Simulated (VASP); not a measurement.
# C (P6_3/mmc) in VASP: further runs, part 2 of 2

VASP 6.6.1.

### 6 Single point, r2SCAN

Contents of POSCAR:

```
C
1.0
    2.5098430141      0.0000000000      0.0000000000
   -1.2549215070      2.1735878097      0.0000000000
    0.0000000000      0.0000000000      8.2802488779
C
8
Direct
    0.0000000000      0.0000000000      0.0008143040
    0.3333333333      0.6666666667      0.2492477410
    0.0000000000      0.0000000000      0.5008143040
    0.6666666667      0.3333333333      0.7492477410
    0.0000000000      0.0000000000      0.1866856960
    0.3333333333      0.6666666667      0.4382522590
    0.0000000000      0.0000000000      0.6866856960
    0.6666666667      0.3333333333      0.9382522590
```

Contents of INCAR.step1:

```
SYSTEM = C
PREC = Accurate
ENCUT = 520
ISMEAR = 0
SIGMA = 0.01
LREAL = .FALSE.
LASPH = .TRUE.
NELM = 80
NBANDS = 26
GGA = PE
ALGO = Normal
EDIFF = 1E-4
LWAVE = .TRUE.
LCHARG = .FALSE.
```

Contents of INCAR.step2:

```
SYSTEM = C
PREC = Accurate
ENCUT = 520
EDIFF = 1E-7
ISMEAR = 0
SIGMA = 0.01
LREAL = .FALSE.
LASPH = .TRUE.
NELM = 80
ALGO = Normal
ISIF = 2
LWAVE = .FALSE.
LCHARG = .FALSE.
METAGGA = R2SCAN
LMIXTAU = .TRUE.
NBANDS = 26
ISTART = 1
```

Contents of KPOINTS:

```
regular mesh
0
G
  12 12 4
  0 0 0
```

Potentials or basis: VASP PAW PBE potentials, release 64 (C).

Run with:

```bash
$ cat potpaw_PBE.64/C/POTCAR > POTCAR
$ cp INCAR.step1 INCAR
$ mpirun -np 1 vasp_std > vasp.out
$ cp INCAR.step2 INCAR
$ mpirun -np 1 vasp_std > vasp.out
```

OUTCAR:

```text
SYSTEM = C
   PREC = Accurate
   ENCUT = 520
   EDIFF = 1E-7
   ISMEAR = 0
   LREAL = .FALSE.
   LASPH = .TRUE.
   NELM = 80
   ISIF = 2
   METAGGA = R2SCAN
   ISTART = 1

 ion  position               nearest neighbor table
   1  0.000  0.000  0.001-   8 1.54   8 1.54   8 1.54   5 1.54
   2  0.333  0.667  0.249-   5 1.54   5 1.54   5 1.54   6 1.57
   3  0.000  0.000  0.501-   6 1.54   6 1.54   6 1.54   7 1.54
   4  0.667  0.333  0.749-   7 1.54   7 1.54   7 1.54   8 1.57
   5  0.000  0.000  0.187-   2 1.54   2 1.54   2 1.54   1 1.54
   6  0.333  0.667  0.438-   3 1.54   3 1.54   3 1.54   2 1.57
   7  0.000  0.000  0.687-   4 1.54   4 1.54   4 1.54   3 1.54
   8  0.667  0.333  0.938-   1 1.54   1 1.54   1 1.54   4 1.57

  LATTYP: Found a hexagonal cell.
 ALAT       =     2.5098430141
 C/A-ratio  =     3.2991102756

  Lattice vectors:

 A1 = (   2.5098430141,   0.0000000000,   0.0000000000)
 A2 = (  -1.2549215070,   2.1735878097,   0.0000000000)
 A3 = (   0.0000000000,   0.0000000000,   8.2802488779)

Analysis of symmetry for initial positions (statically):
=====================================================================
 Subroutine PRICEL returns:
 Original cell was already a primitive cell.

 Routine SETGRP: Setting up the symmetry group for a
 hexagonal supercell.

 Subroutine GETGRP returns: Found 24 space group operations
 (whereof  6 operations were pure point group operations)
 out of a pool of 24 trial point group operations.

The static configuration has the point symmetry C_3v.
 The point group associated with its full space group is D_6h.

Analysis of symmetry for dynamics (positions and initial velocities):
=====================================================================
 Subroutine PRICEL returns:
 Original cell was already a primitive cell.

[... 136 lines left out ...]
   EFERMI_NEDOS =   21; number of points for ismear=-14 and -15
   IALGO  =     38    algorithm
   IMIX   =      4    mixing-type and parameters
     AMIX     =   0.40;   BMIX     =  1.00
     AMIX_MAG =   1.60;   BMIX_MAG =  1.00
  volume/ion in A,a.u.               =       5.65        38.10
  Fermi-wavevector in a.u.,A,eV,Ry     =   1.459382  2.757833 28.977648  2.129797
  Thomas-Fermi vector in A             =   2.575956
   LORBIT       =      0    0 simple, 1 ext, 2 COOP (PROOUT), +10 PAW based schemes
   METAGGA = R2SCAN    functional components
   LHFCALC =     F    Hartree Fock is set to
   AEXX    =    0.0000 exact exchange contribution
   IVDW    =     0    specifies the selected vdW correction
   LEPSILON=     F    determine dielectric tensor
   LRPA    =     F    only Hartree local field effects (RPA)
 non-spin polarized calculation
 Gauss-broadening in eV      SIGMA  =   0.01
  energy-cutoff  :      520.00
  volume of cell :       45.17
 maximum number of plane-waves:      1236
 NGX is ok and might be reduce to    20
   NGX =  9   NGY =  9   NGZ = 31

 number of electron      31.9999996 magnetization

 Free energy of the ion-electron system (eV)
  ---------------------------------------------------
  ext. energy  EPLUGINS =         0.00000000
  ---------------------------------------------------
  free energy    TOTEN  =       -78.54547099 eV

  energy without entropy =      -78.54547099  energy(sigma->0) =      -78.54547099

 E-fermi :   9.9708     XC(G=0): -14.2802

 val. band max:        9.9160830819   @ k =   0.0000   0.0000   0.0000
 cond. band min:      14.6921599274   @ k =   0.4167  -0.0000   0.0000
 fundamental gap:      4.7760768455
 Fermi energy:         9.9708192045

 k-point     1 :       0.0000    0.0000    0.0000
  band No.  band energies     occupation
      1     -12.9936      2.00000
      2     -11.2770      2.00000
      3     -11.1619      2.00000
      4      -7.1334      2.00000
      5      -4.3230      2.00000
      6       2.6122      2.00000
[... 685 lines left out ...]
     25      21.0122      0.00000
     26      22.7994      0.00000

 [... further k-points ...]
[... 5 lines left out ...]
  --------------------------------------------------------------------------------------
  -------------------------------------------------------------------------------------
  Total        0.3159386      0.3159386      0.3073431      0.0000000      0.0000000      0.0000000
  in kB       11.2058844     11.2058844     10.9010129      0.0000000      0.0000000      0.0000000
  external PRESSURE =      11.1042605 kB  Pullay stress =       0.0000000 kB

 VOLUME and BASIS-vectors are now :
 -----------------------------------------------------------------------------
  energy-cutoff  :      520.00
  volume of cell :       45.17
      direct lattice vectors                 reciprocal lattice vectors
     2.509843014  0.000000000  0.000000000     0.398431294  0.230034415  0.000000000
    -1.254921507  2.173587810  0.000000000     0.000000000  0.460068830  0.000000000
     0.000000000  0.000000000  8.280248878     0.000000000  0.000000000  0.120769317

 POSITION                                       TOTAL-FORCE (eV/Angst)
 -----------------------------------------------------------------------------------
      0.00000      0.00000      0.00674         0.000000      0.000000      0.001112
     -0.00000      1.44906      2.06383         0.000000      0.000000      0.007249
      0.00000      0.00000      4.14687         0.000000     -0.000000      0.001112
      1.25492      0.72453      6.20396         0.000000      0.000000      0.007249
      0.00000      0.00000      1.54580         0.000000     -0.000000     -0.001112
     -0.00000      1.44906      3.62884        -0.000000     -0.000000     -0.007249
      0.00000      0.00000      5.68593         0.000000     -0.000000     -0.001112
      1.25492      0.72453      7.76896        -0.000000     -0.000000     -0.007249
 -----------------------------------------------------------------------------------
    total drift:                                0.000000     -0.000000      0.000000

  FREE ENERGIE OF THE ION-ELECTRON SYSTEM (eV)
  ---------------------------------------------------
  free  energy   TOTEN  =       -78.5454709867 eV

  energy  without entropy=      -78.5454709867  energy(sigma->0) =      -78.54547099
```

OSZICAR.step1:

```text
N       E                     dE             d eps       ncg     rms          rms(c)
DAV:   1     0.654704100293E+02    0.65470E+02   -0.17011E+04  2964   0.121E+03
DAV:   2    -0.701081095043E+02   -0.13558E+03   -0.12743E+03  3896   0.228E+02
DAV:   3    -0.752109274253E+02   -0.51028E+01   -0.50660E+01  4000   0.393E+01
DAV:   4    -0.752571647106E+02   -0.46237E-01   -0.46163E-01  3820   0.414E+00
DAV:   5    -0.752580248018E+02   -0.86009E-03   -0.85952E-03  3948   0.502E-01    0.112E+01
DAV:   6    -0.733109802811E+02    0.19470E+01   -0.12593E+00  3412   0.603E+00    0.666E+00
DAV:   7    -0.726581298278E+02    0.65285E+00   -0.15297E+00  3524   0.686E+00    0.143E+00
DAV:   8    -0.726616451969E+02   -0.35154E-02   -0.35578E-02  3842   0.102E+00    0.106E-01
DAV:   9    -0.726618071848E+02   -0.16199E-03   -0.66795E-04  3830   0.169E-01    0.330E-02
DAV:  10    -0.726618655406E+02   -0.58356E-04   -0.56061E-05  2716   0.513E-02
   1 F= -.72661866E+02 E0= -.72661866E+02  d E =-.683361E-21
```

Run time: 3.2 min. Hardware: 1 thread of Intel Xeon Platinum 8488C (Sapphire Rapids), shared host; peak memory 0.18 GiB.

What came out:

```yaml
Free_energy: -78.5455 eV
Pressure: 1.1 GPa
Largest_force: 0.007 eV/Å
Band_gap_on_the_k_mesh: 4.78 eV, indirect (least direct gap 5.55 eV)
```

Forces in eV/Å, atoms in the order of the input:
```
C    0.000  0.000  0.001
C    0.000  0.000  0.007
C    0.000  0.000  0.001
C    0.000  0.000  0.007
C    0.000  0.000 -0.001
C    0.000  0.000 -0.007
C    0.000  0.000 -0.001
C    0.000  0.000 -0.007
```

Caveat: the PAW data sets were made with another functional, which shifts forces and pressure a little. A k mesh can miss the band edges.

### 7 Summary

| level | cell | k mesh | gap on the mesh (eV) | pressure (GPa) | largest force (eV/Å) |
| --- | --- | --- | --- | --- | --- |
| PBE | a = 2.510, b = 2.510, c = 8.280 Å, angles 90.0, 90.0, 120.0°, 8 atoms | 12 × 12 × 4 | 4.56 | 4.9 | 0.03 |
| r2SCAN | a = 2.510, b = 2.510, c = 8.280 Å, angles 90.0, 90.0, 120.0°, 8 atoms | 9 × 9 × 4 | 4.80 | 1.1 | 0.01 |
| r2SCAN | a = 2.535, b = 2.535, c = 8.362 Å, angles 90.0, 90.0, 120.0°, 8 atoms | 9 × 9 × 4 | 4.72 | -11.6 | 0.02 |
| r2SCAN | a = 2.559, b = 2.559, c = 8.443 Å, angles 90.0, 90.0, 120.0°, 8 atoms | 9 × 9 × 4 | 4.65 | -22.7 | 0.04 |
| r2SCAN | a = 2.510, b = 2.510, c = 8.280 Å, angles 90.0, 90.0, 120.0°, 8 atoms | 12 × 12 × 4 | 4.78 | 1.1 | 0.01 |

Alike in all rows: task single point; potentials or basis VASP PAW PBE potentials, release 64 (C); no spin polarisation; cutoff (eV) 520; smearing gaussian 0.01 eV.

On the cell as given the gap runs from 4.56 eV (PBE) to 4.80 eV (r2SCAN); the meshes differ, which moves gaps too. The pressure there spans 1.1 GPa (r2SCAN) to 4.9 GPa (PBE); a positive pressure means that this level wants a larger cell, a negative one a smaller.

Caveats: the PAW data sets were made with another functional, which shifts forces and pressure a little (some runs).

Absolute energies hang on the potentials; compare differences alone.
